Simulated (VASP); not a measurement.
Set up this calculation in VASP 6.6.1, as the native input.

```yaml
Task: single point
Functional: PBE
Potentials_or_basis: VASP PAW PBE potentials, release 64 (Hf_pv, B)
Cutoff: 520 eV
k_mesh: 11 × 11 × 8
Occupations: fermi-dirac, width 0.1 eV
Spin: no spin polarisation
Dipole_correction: no
Further_INCAR_settings: ALGO = Normal; EDIFF = 1e-06; NBANDS = 15
```

The structure of HfB2 lies in POSCAR:

```
HfB2
1.0
    3.2015842624      0.0000000000      0.0000000000
   -1.6007921312      2.7726533058      0.0000000000
    0.0000000000      0.0000000000      3.5482526220
Hf B
1 2
Direct
    0.0000000000      0.0000000000      0.0000000000
    0.3333333333      0.6666666667      0.5000000000
    0.6666666667      0.3333333333      0.5000000000
```

These files were run (other wordings do the same):

INCAR

```
PREC = Accurate
ENCUT = 520
EDIFF = 1E-6
ISMEAR = -1
SIGMA = 0.1
LREAL = F
LASPH = T
NELM = 80
ALGO = Normal
ISIF = 2
LWAVE = F
LCHARG = F
GGA = PE
NBANDS = 15
```

KPOINTS

```
regular mesh
0
Gamma
  11 11 8
```

Potentials or basis: VASP PAW PBE potentials, release 64 (Hf_pv, B).

Command:

```bash
$ cat potpaw_PBE.64/Hf_pv/POTCAR potpaw_PBE.64/B/POTCAR > POTCAR
$ mpirun -np 1 vasp_std > vasp.out
```

It gave:

```
Pressure               : -12.4 GPa
Band gap on the k mesh : zero (band 8 reaches 7.77 eV, above the bottom of band 9 at 6.75 eV)
```

Caveat: spin-orbit coupling is left out, which moves the levels of the heavy elements.

It took 14 s on 1 thread of Intel(R) Xeon(R) 6975P-C (Granite Rapids) (shared host), peak memory 0.17 GiB.
